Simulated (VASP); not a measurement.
Write the native input for VASP 6.6.1 that does the following.

```yaml
Task: single point
Functional: BLYP
Potentials_or_basis: VASP PAW PBE potentials, release 64 (Ga_d)
Cutoff: 520 eV
k_mesh: 20 × 20 × 20
Occupations: fermi-dirac, width 0.1 eV
Spin: no spin polarisation
Dipole_correction: no
Further_INCAR_settings: ALGO = Normal; EDIFF = 1e-06; NBANDS = 12
```

The structure of Ga lies in POSCAR:

```
Ga
1.0
    0.0000000000      2.2959729696      2.2959729696
    2.2959729696      0.0000000000      2.2959729696
    2.2959729696      2.2959729696      0.0000000000
Ga
1
Direct
    0.0000000000      0.0000000000      0.0000000000
```

This isn't the form of Ga at room conditions, which is orthorhombic.

The input as run:

INCAR

```
AGGAC = 1.0
AGGAX = 1.0
ALDAC = 0.0
ALDAX = 1.0
ALGO = Normal
EDIFF = 1E-6
ENCUT = 520
GGA = B5
ISIF = 2
ISMEAR = -1
LASPH = T
LCHARG = F
LREAL = F
LWAVE = F
NBANDS = 12
NELM = 100
PREC = Accurate
SIGMA = 0.1
```

KPOINTS

```
k-points
0
Gamma
  20 20 20
```

Potentials or basis: VASP PAW PBE potentials, release 64 (Ga_d).

Run with:

```console
$ cat potpaw_PBE.64/Ga_d/POTCAR > POTCAR
$ mpirun -np 1 vasp_std > vasp.out
```

It gave:

```json
{
 "Pressure": "-2.7 GPa",
 "Band gap on the k mesh": "zero (an odd number of electrons rules out a gap without spin polarisation)"
}
```

Caveat: the PAW data sets were made with another functional, which shifts forces and pressure a little.

It took 32 s on 1 thread of Intel Xeon 6455B (shared host), peak memory 0.19 GiB.
